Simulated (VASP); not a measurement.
# Mo (P6/mmm) in VASP: notebook

Mo is run at these levels: r2SCAN; tasks: single point.

All numbers are computed with VASP 6.6.1; they aren't measurements. Logs are shortened: lines on timing, memory, paths and dates and some standing lists are left out, and cuts for length are marked.

## Step 1: The cell of the first run

Symmetry: P6/mmm, No. 191, hexagonal system. The conventional cell has a = 2.462 Å, b = 2.462 Å, c = 2.555 Å, α = 90.00°, β = 90.00°, γ = 120.00°. Mo (site symmetry 6/mmm) has 8 Mo at 2.46 to 2.56 Å within 3.3 Å.

This isn't the form of Mo at room conditions, which is bcc.

## Step 2: Single point, r2SCAN (strain -0.1000 x Voigt [1, 1, 0, 0, 0, 0])

POSCAR

```
Mo
1.0
    2.4619593575      0.0000000000      0.0000000000
   -1.2309796787      2.1321193467      0.0000000000
    0.0000000000      0.0000000000      2.5551807000
Mo
1
Direct
    0.0000000000      0.0000000000      0.5000000000
```

INCAR.step1

```
SYSTEM = Mo
ALGO     = Normal         ! electronic algorithm
EDIFF    = 1E-4           ! SCF threshold, eV
ENCUT    = 520            ! plane-wave cutoff, eV
GGA      = PE             ! functional
ISMEAR   = 0              ! smearing method
LASPH    = .True.         ! aspherical terms in the spheres
LCHARG   = .False.        ! write CHGCAR
LREAL    = .False.        ! projectors in reciprocal space
LWAVE    = .True.         ! write WAVECAR
NBANDS   = 13             ! bands
NELM     = 60             ! most SCF steps
PREC     = Accurate       ! precision mode
SIGMA    = 0.15           ! smearing width, eV
```

INCAR.step2

```
SYSTEM = Mo
ALGO     = Normal         ! electronic algorithm
EDIFF    = 1E-6           ! SCF threshold, eV
ENCUT    = 520            ! plane-wave cutoff, eV
ISIF     = 2              ! what is computed and relaxed
ISMEAR   = 0              ! smearing method
ISTART   = 1            
LASPH    = .True.         ! aspherical terms in the spheres
LCHARG   = .False.        ! write CHGCAR
LMIXTAU  = .True.       
LREAL    = .False.        ! projectors in reciprocal space
LWAVE    = .False.        ! write WAVECAR
METAGGA  = R2SCAN         ! meta-GGA
NBANDS   = 13             ! bands
NELM     = 60             ! most SCF steps
PREC     = Accurate       ! precision mode
SIGMA    = 0.15           ! smearing width, eV
```

KPOINTS

```
k-points
0
Gamma
  18 18 18
  0 0 0
```

Potentials or basis: VASP PAW PBE potentials, release 64 (Mo_sv).

The run is started by

```bash
> cat potpaw_PBE.64/Mo_sv/POTCAR > POTCAR
> cp INCAR.step1 INCAR
> mpirun -np 1 vasp_std > vasp.out
> cp INCAR.step2 INCAR
> mpirun -np 1 vasp_std > vasp.out
```

OUTCAR:

```text
SYSTEM = Mo
   EDIFF = 1E-6
   ENCUT = 520
   ISIF = 2
   ISMEAR = 0
   ISTART = 1
   LASPH = .True.
   LREAL = .False.
   METAGGA = R2SCAN
   NELM = 60
   PREC = Accurate

 ion  position               nearest neighbor table
   1  0.000  0.000  0.500-

  LATTYP: Found a hexagonal cell.
 ALAT       =     2.4619593575
 C/A-ratio  =     1.0378646959

  Lattice vectors:

 A1 = (   2.4619593575,   0.0000000000,   0.0000000000)
 A2 = (  -1.2309796787,   2.1321193467,   0.0000000000)
 A3 = (   0.0000000000,   0.0000000000,   2.5551807000)

Analysis of symmetry for initial positions (statically):
=====================================================================
 Subroutine PRICEL returns:
 Original cell was already a primitive cell.

 Routine SETGRP: Setting up the symmetry group for a
 hexagonal supercell.

 Subroutine GETGRP returns: Found 24 space group operations
 (whereof 24 operations were pure point group operations)
 out of a pool of 24 trial point group operations.

The static configuration has the point symmetry D_6h.

Analysis of symmetry for dynamics (positions and initial velocities):
=====================================================================
 Subroutine PRICEL returns:
 Original cell was already a primitive cell.

 Routine SETGRP: Setting up the symmetry group for a
 hexagonal supercell.

 Subroutine GETGRP returns: Found 24 space group operations
 (whereof 24 operations were pure point group operations)
 out of a pool of 24 trial point group operations.

The dynamic configuration has the point symmetry D_6h.

 Subroutine INISYM returns: Found 24 space group operations
 (whereof 24 operations are pure point group operations),
 and found     1 'primitive' translations

----------------------------------------------------------------------------------------

                                     Primitive cell

  volume of cell :      13.4126

  direct lattice vectors                    reciprocal lattice vectors
     2.461959358  0.000000000  0.000000000     0.406180548  0.234508448  0.000000000
    -1.230979679  2.132119347  0.000000000     0.000000000  0.469016897  0.000000000
     0.000000000  0.000000000  2.555180700     0.000000000  0.000000000  0.391361754

  length of vectors
     2.461959358  2.461959357  2.555180700     0.469016897  0.469016897  0.391361754

  position of ions in fractional coordinates (direct lattice)
     0.000000000  0.000000000  0.500000000

  ion indices of the primitive-cell ions
   primitive index   ion index
                 1           1

----------------------------------------------------------------------------------------

 KPOINTS: k-points

Automatic generation of k-mesh.
 Grid dimensions read from file:
 generate k-points for:   18   18   18

 Generating k-lattice:

  Cartesian coordinates                     Fractional coordinates (reciprocal lattice)
     0.022565586  0.013028247  0.000000000     0.055555556  0.000000000  0.000000000
     0.000000000  0.026056494  0.000000000     0.000000000  0.055555556  0.000000000
     0.000000000  0.000000000  0.021742320     0.000000000  0.000000000  0.055555556

  Length of vectors
     0.026056494  0.026056494  0.021742320

  Shift w.r.t. Gamma in fractional coordinates (k-lattice)
     0.000000000  0.000000000  0.000000000

 Subroutine IBZKPT returns following result:
 ===========================================

 Found    370 irreducible k-points:

 Following reciprocal coordinates:
            Coordinates               Weight
  0.000000  0.000000  0.000000      1.000000
  0.055556  0.000000  0.000000      6.000000
  0.111111  0.000000  0.000000      6.000000
  0.166667  0.000000  0.000000      6.000000
  0.222222  0.000000  0.000000      6.000000
  0.277778  0.000000  0.000000      6.000000
[... 16 lines left out ...]
  0.333333  0.111111  0.000000     12.000000
  0.388889  0.111111  0.000000     12.000000
 [... further k-points ...]
   k-points           NKPTS =    370   k-points in BZ     NKDIM =    370   number of bands    NBANDS=     13
[... 42 lines left out ...]

  energy without entropy =      -24.26143829  energy(sigma->0) =      -24.26493981

 E-fermi :  15.3197     XC(G=0): -15.4441

 val. band max:       15.3099145826   @ k =   0.3333   0.1111   0.3333
 cond. band min:      15.3207244659   @ k =   0.3333   0.0556   0.0000
 fundamental gap:      0.0108098832
 Fermi energy:        15.3196669706

 k-point     1 :       0.0000    0.0000    0.0000
  band No.  band energies     occupation
      1     -48.1848      2.00000
      2     -20.4348      2.00000
      3     -19.5567      2.00000
      4     -19.5567      2.00000
      5       7.4345      2.00000
      6       9.1869      2.00000
      7      13.7883      2.00000
      8      13.7883      2.00000
      9      20.5899      0.00000
     10      20.5899      0.00000
     11      29.3975      0.00000
     12      31.0280      0.00000
     13      41.2284      0.00000

 k-point     2 :       0.0556    0.0000    0.0000
  band No.  band energies     occupation
      1     -48.1628      2.00000
      2     -20.4204      2.00000
      3     -19.6771      2.00000
      4     -19.5826      2.00000
      5       7.5908      2.00000
      6       9.3130      2.00000
      7      13.5893      2.00000
      8      13.9617      2.00000
      9      20.2731      0.00000
     10      20.5459      0.00000
     11      29.8503      0.00000
     12      31.4677      0.00000
     13      39.7048      0.00000

 k-point     3 :       0.1111    0.0000    0.0000
  band No.  band energies     occupation
      1     -48.0989      2.00000
      2     -20.3787      2.00000
      3     -20.0173      2.00000
      4     -19.6567      2.00000
      5       8.0062      2.00000
      6       9.6794      2.00000
      7      13.1154      2.00000
      8      14.4748      2.00000
      9      19.4690      0.00000
     10      20.4214      0.00000
     11      31.0892      0.00000
     12      32.6218      0.00000
     13      37.4722      0.00000
[... 305 lines left out ...]
 k-point    23 :       0.3333    0.1111    0.0000
  band No.  band energies     occupation
      1     -47.4729      2.00000
      2     -22.6410      2.00000
      3     -20.5491      2.00000
      4     -19.9818      2.00000
      5       9.3199      2.00000
      6      11.4221      2.00000
      7      15.1484      1.89364
      8      15.4992      0.09051
      9      18.8649      0.00000
     10      21.4625      0.00000
     11      29.3912      0.00000
     12      32.0177      0.00000
     13      35.5902      0.00000

 k-point    24 :       0.3889    0.1111    0.0000
  band No.  band energies     occupation
      1     -47.4051      2.00000
      2     -22.8871      2.00000
      3     -20.6372      2.00000
      4     -19.9401      2.00000
      5       9.0546      2.00000
      6      11.8387      2.00000
      7      14.8264      2.00000
      8      16.3339      0.00000
      9      18.7171      0.00000
     10      22.3009      0.00000
     11      29.2259      0.00000
     12      31.2573      0.00000
     13      34.4686      0.00000

 [... further k-points ...]

------------------------ aborting loop because EDIFF is reached ----------------------------------------

  FORCE on cell =-STRESS in cart. coord.  units (eV):
  Direction    XX          YY          ZZ          XY          YZ          ZX
  --------------------------------------------------------------------------------------
  -------------------------------------------------------------------------------------
  Total        8.4914113      8.4914113      2.8416470      0.0000000      0.0000000     -0.0000000
  in kB     1014.3234194   1014.3234194    339.4428825      0.0000000      0.0000000     -0.0000000
  external PRESSURE =     789.3632405 kB  Pullay stress =       0.0000000 kB

 VOLUME and BASIS-vectors are now :
 -----------------------------------------------------------------------------
  energy-cutoff  :      520.00
  volume of cell :       13.41
      direct lattice vectors                 reciprocal lattice vectors
     2.461959358  0.000000000  0.000000000     0.406180548  0.234508448  0.000000000
    -1.230979679  2.132119347  0.000000000     0.000000000  0.469016897  0.000000000
     0.000000000  0.000000000  2.555180700     0.000000000  0.000000000  0.391361754

 POSITION                                       TOTAL-FORCE (eV/Angst)
 -----------------------------------------------------------------------------------
      0.00000      0.00000      1.27759        -0.000000      0.000000      0.000000
 -----------------------------------------------------------------------------------
    total drift:                               -0.000000      0.000000      0.000000

  FREE ENERGIE OF THE ION-ELECTRON SYSTEM (eV)
  ---------------------------------------------------
  free  energy   TOTEN  =       -24.2684413377 eV

  energy  without entropy=      -24.2614382906  energy(sigma->0) =      -24.26493981
```

Wall time 1.7 min (1 thread of AMD EPYC 9R45 (Zen 5), shared host); peak memory 0.14 GiB.

What came out:

* Free energy: -24.2684 eV
* Pressure: 78.9 GPa
* Band gap on the k mesh: zero (bands 7 and 8 overlap by 2.96 eV)

Caveat: the cell differs from its parent crystal (strain -0.1000 x Voigt [1, 1, 0, 0, 0, 0]); the stress differs along the axes, from 34 to 101 GPa; the PAW data sets were made with another functional, which shifts forces and pressure a little.

## Step 3: Single point, r2SCAN (strain -0.0750 x Voigt [1, 1, 0, 0, 0, 0])

POSCAR

```
Mo
1.0
    2.5303471174      0.0000000000      0.0000000000
   -1.2651735587      2.1913448841      0.0000000000
    0.0000000000      0.0000000000      2.5551807000
Mo
1
Direct
    0.0000000000      0.0000000000      0.5000000000
```

INCAR.step1

```
SYSTEM = Mo
ALGO = Normal ; EDIFF = 1E-4
ENCUT = 520 ; GGA = PE
ISMEAR = 0 ; LASPH = .True.
LCHARG = .False. ; LREAL = .False.
LWAVE = .True. ; NBANDS = 13
NELM = 60 ; PREC = Accurate
SIGMA = 0.15
```

INCAR.step2

```
SYSTEM = Mo
ALGO = Normal ; EDIFF = 1E-6
ENCUT = 520 ; ISIF = 2
ISMEAR = 0 ; ISTART = 1
LASPH = .True. ; LCHARG = .False.
LMIXTAU = .True. ; LREAL = .False.
LWAVE = .False. ; METAGGA = R2SCAN
NBANDS = 13 ; NELM = 60
PREC = Accurate ; SIGMA = 0.15
```

KPOINTS is that of step 2.

Potentials or basis: VASP PAW PBE potentials, release 64 (Mo_sv).

The run is started by

```bash
> cat potpaw_PBE.64/Mo_sv/POTCAR > POTCAR
> cp INCAR.step1 INCAR
> mpirun -np 1 vasp_std > vasp.out
> cp INCAR.step2 INCAR
> mpirun -np 1 vasp_std > vasp.out
```

Wall time 2.5 min (1 thread of AMD EPYC 9R45 (Zen 5), shared host); peak memory 0.14 GiB.

The run converged. Its results:

```yaml
Free_energy: -24.6689 eV
Pressure: 52.6 GPa
Band_gap_on_the_k_mesh: zero (bands 7 and 8 overlap by 2.57 eV)
```

Stress tensor (GPa, compression positive):
```
69.59  0.00  0.00
 0.00 69.59  0.00
 0.00  0.00 18.72
```

Levels at points of the mesh, in eV from the Fermi level:
| k point | band 4 | band 5 | band 6 | band 7 | band 8 | band 9 | band 10 | band 11 |
| --- | --- | --- | --- | --- | --- | --- | --- | --- |
| (0.00, 0.00, 0.00) | -35.11 | -7.78 | -5.77 | -1.39 | -1.39 | 4.96 | 4.96 | 13.93 |
| (0.50, 0.00, 0.00) | -35.31 | -6.64 | -3.47 | -0.23 | 1.76 | 3.85 | 6.16 | 13.50 |
| (0.00, 0.00, 0.50) | -34.95 | -4.91 | -0.73 | -0.67 | -0.67 | 1.91 | 1.91 | 10.64 |
| (0.50, 0.00, 0.50) | -35.58 | -7.00 | -5.29 | 0.06 | 6.43 | 6.70 | 6.81 | 9.36 |

Caveat: the cell differs from its parent crystal (strain -0.0750 x Voigt [1, 1, 0, 0, 0, 0]); the stress differs along the axes, from 19 to 70 GPa; the PAW data sets were made with another functional, which shifts forces and pressure a little.

## Step 4: Single point, r2SCAN (strain -0.0500 x Voigt [1, 1, 0, 0, 0, 0])

POSCAR

```
Mo
1.0
    2.5987348773      0.0000000000      0.0000000000
   -1.2993674387      2.2505704215      0.0000000000
    0.0000000000      0.0000000000      2.5551807000
Mo
1
Direct
    0.0000000000      0.0000000000      0.5000000000
```

INCAR.step1

```
PREC = Accurate
ENCUT = 520
ISMEAR = 0
SIGMA = 0.15
LREAL = F
LASPH = T
NELM = 80
NBANDS = 13
GGA = PE
ALGO = Normal
EDIFF = 1E-4
LWAVE = T
LCHARG = F
```

INCAR.step2

```
PREC = Accurate
ENCUT = 520
EDIFF = 1E-7
ISMEAR = 0
SIGMA = 0.15
LREAL = F
LASPH = T
NELM = 80
ALGO = Normal
ISIF = 2
LWAVE = F
LCHARG = F
METAGGA = R2SCAN
LMIXTAU = T
NBANDS = 13
ISTART = 1
```

KPOINTS

```
regular mesh
0
Gamma
  18 18 18
```

The run is started by

```bash
> cat potpaw_PBE.64/Mo_sv/POTCAR > POTCAR
> cp INCAR.step1 INCAR
> mpirun -np 1 vasp_std > vasp.out
> cp INCAR.step2 INCAR
> mpirun -np 1 vasp_std > vasp.out
```

Wall time 2.8 min (1 thread of AMD EPYC 9R45 (Zen 5), shared host); peak memory 0.15 GiB.

The run converged. Its results:

```yaml
Free_energy: -24.9394 eV
Pressure: 31.5 GPa
Band_gap_on_the_k_mesh: zero (bands 7 and 8 overlap by 2.22 eV)
```

Stress tensor (GPa, compression positive):
```
42.58  0.00  0.00
 0.00 42.58  0.00
 0.00  0.00  9.20
```

Levels at points of the mesh, in eV from the Fermi level:
```
           k point  band 3  band 4  band 5  band 6  band 7  band 8  band 9  band 10  band 11  band 12
(0.00, 0.00, 0.00)  -35.28  -35.28   -7.62   -5.39   -1.23   -1.23    4.72     4.72    13.80    16.15
(0.50, 0.00, 0.00)  -35.80  -35.31   -6.13   -3.46    0.29    1.45    3.78     5.56    12.47    15.63
(0.00, 0.00, 0.50)  -35.12  -35.12   -4.63   -0.57   -0.47   -0.47    1.55     1.55    10.59    16.73
(0.50, 0.00, 0.50)  -37.02  -35.62   -6.48   -4.69   -0.10    5.85    6.55     6.66     8.62    17.63
```

Caveat: the cell differs from its parent crystal (strain -0.0500 x Voigt [1, 1, 0, 0, 0, 0]); the stress differs along the axes, from 9 to 43 GPa; the PAW data sets were made with another functional, which shifts forces and pressure a little.

## Step 5: Single point, r2SCAN (strain -0.0250 x Voigt [1, 1, 0, 0, 0, 0])

POSCAR

```
Mo
1.0
    2.6671226373      0.0000000000      0.0000000000
   -1.3335613186      2.3097959589      0.0000000000
    0.0000000000      0.0000000000      2.5551807000
Mo
1
Direct
    0.0000000000      0.0000000000      0.5000000000
```

INCAR.step1

```
PREC = Accurate ; ENCUT = 520
ISMEAR = 0 ; SIGMA = 0.15
LREAL = F ; LASPH = T
NELM = 60 ; NBANDS = 13
GGA = PE ; ALGO = Normal
EDIFF = 1E-4 ; LWAVE = T
LCHARG = F
```

INCAR.step2

```
PREC = Accurate ; ENCUT = 520
EDIFF = 1E-6 ; ISMEAR = 0
SIGMA = 0.15 ; LREAL = F
LASPH = T ; NELM = 60
ALGO = Normal ; ISIF = 2
LWAVE = F ; LCHARG = F
METAGGA = R2SCAN ; LMIXTAU = T
NBANDS = 13 ; ISTART = 1
```

KPOINTS

```
Automatic mesh
0
Gamma
  18 18 18
```

The run is started by

```bash
> cat potpaw_PBE.64/Mo_sv/POTCAR > POTCAR
> cp INCAR.step1 INCAR
> mpirun -np 1 vasp_std > vasp.out
> cp INCAR.step2 INCAR
> mpirun -np 1 vasp_std > vasp.out
```

Run time: 2.4 min. Hardware: 1 thread of AMD EPYC 9R45 (Zen 5), shared host; peak memory 0.15 GiB.

The run converged. Its results:

* Free energy: -25.0937 eV
* Pressure: 14.6 GPa
* Band gap on the k mesh: zero (bands 7 and 8 overlap by 1.92 eV)

Stress tensor (GPa, compression positive):
```
20.39  0.00  0.00
 0.00 20.39  0.00
 0.00  0.00  3.14
```

Levels at points of the mesh, in eV from the Fermi level:
```tsv
k point	band 4	band 5	band 6	band 7	band 8	band 9	band 10	band 11
(0.00, 0.00, 0.00)	-35.41	-7.43	-5.04	-1.10	-1.10	4.52	4.52	13.65
(0.50, 0.00, 0.00)	-35.31	-5.67	-3.45	0.74	1.17	3.72	5.02	11.50
(0.00, 0.00, 0.50)	-35.25	-4.32	-0.37	-0.29	-0.29	1.23	1.23	10.54
(0.50, 0.00, 0.50)	-35.65	-6.01	-4.13	-0.25	5.35	6.31	6.64	8.03
```

Caveat: the cell differs from its parent crystal (strain -0.0250 x Voigt [1, 1, 0, 0, 0, 0]); the stress differs along the axes, from 3 to 20 GPa; the PAW data sets were made with another functional, which shifts forces and pressure a little.

## Step 6: Single point, r2SCAN (strain +0.0250 x Voigt [1, 1, 0, 0, 0, 0])

POSCAR

```
Mo
1.0
    2.8038981571      0.0000000000      0.0000000000
   -1.4019490786      2.4282470337      0.0000000000
    0.0000000000      0.0000000000      2.5551807000
Mo
1
Direct
    0.0000000000      0.0000000000      0.5000000000
```

INCAR.step1

```
  PREC = Accurate
  ENCUT = 520
  ISMEAR = 0
  SIGMA = 0.15
  LREAL = False
  LASPH = True
  NELM = 100
  NBANDS = 13
  GGA = PE
  ALGO = Normal
  EDIFF = 1E-4
  LWAVE = True
  LCHARG = False
```

INCAR.step2

```
  PREC = Accurate
  ENCUT = 520
  EDIFF = 1E-7
  ISMEAR = 0
  SIGMA = 0.15
  LREAL = False
  LASPH = True
  NELM = 100
  ALGO = Normal
  ISIF = 2
  LWAVE = False
  LCHARG = False
  METAGGA = R2SCAN
  LMIXTAU = True
  NBANDS = 13
  ISTART = 1
```

KPOINTS is that of step 5.

Potentials or basis: VASP PAW PBE potentials, release 64 (Mo_sv).

The run is started by

```bash
> cat potpaw_PBE.64/Mo_sv/POTCAR > POTCAR
> cp INCAR.step1 INCAR
> mpirun -np 1 vasp_std > vasp.out
> cp INCAR.step2 INCAR
> mpirun -np 1 vasp_std > vasp.out
```

Wall time 3.5 min (1 thread of AMD EPYC 9R45 (Zen 5), shared host); peak memory 0.17 GiB.

The run converged. Its results:

```
Free energy            : -25.1335 eV
Pressure               : -8.6 GPa
Band gap on the k mesh : zero (bands 7 and 8 overlap by 1.65 eV)
```

Stress tensor (GPa, compression positive):
```
-9.65  0.00  0.00
 0.00 -9.65  0.00
 0.00  0.00 -6.55
```

Levels at points of the mesh, in eV from the Fermi level:
```
           k point  band 5  band 6  band 7  band 8  band 9  band 10
(0.00, 0.00, 0.00)   -6.98   -4.45   -0.86   -0.86    4.21     4.21
(0.50, 0.00, 0.00)   -4.85   -3.40    0.76    1.47    3.63     4.14
(0.00, 0.00, 0.50)   -3.64    0.03    0.03    0.07    0.70     0.70
(0.50, 0.00, 0.50)   -5.18   -3.15   -0.48    4.51    5.87     6.64
```

Caveat: the cell differs from its parent crystal (strain +0.0250 x Voigt [1, 1, 0, 0, 0, 0]); the cell stands under tension; the PAW data sets were made with another functional, which shifts forces and pressure a little.

## Step 7: Overview

| cell | gap on the mesh (eV) | pressure (GPa) |
| --- | --- | --- |
| a = 2.462, b = 2.462, c = 2.555 Å, angles 90.0, 90.0, 120.0°, 1 atom | none | 78.9 |
| a = 2.530, b = 2.530, c = 2.555 Å, angles 90.0, 90.0, 120.0°, 1 atom | none | 52.6 |
| a = 2.599, b = 2.599, c = 2.555 Å, angles 90.0, 90.0, 120.0°, 1 atom | none | 31.5 |
| a = 2.667, b = 2.667, c = 2.555 Å, angles 90.0, 90.0, 120.0°, 1 atom | none | 14.6 |
| a = 2.804, b = 2.804, c = 2.555 Å, angles 90.0, 90.0, 120.0°, 1 atom | none | -8.6 |

Alike in all rows: task single point; level r2SCAN; potentials or basis VASP PAW PBE potentials, release 64 (Mo_sv); no spin polarisation; k mesh 18 × 18 × 18; cutoff (eV) 520; smearing gaussian 0.15 eV.

Caveats: the PAW data sets were made with another functional, which shifts forces and pressure a little; the stress differs along the axes, from 34 to 101 GPa (at least some runs); the stress differs along the axes, from 19 to 70 GPa (at least some runs); the stress differs along the axes, from 9 to 43 GPa (at least some runs); the stress differs along the axes, from 3 to 20 GPa (at least some runs); the cell stands under tension (at least some runs).

Absolute energies hang on the potentials; compare differences alone.

The gap in the log of VASP goes by the Fermi energy; the results here count the filled bands.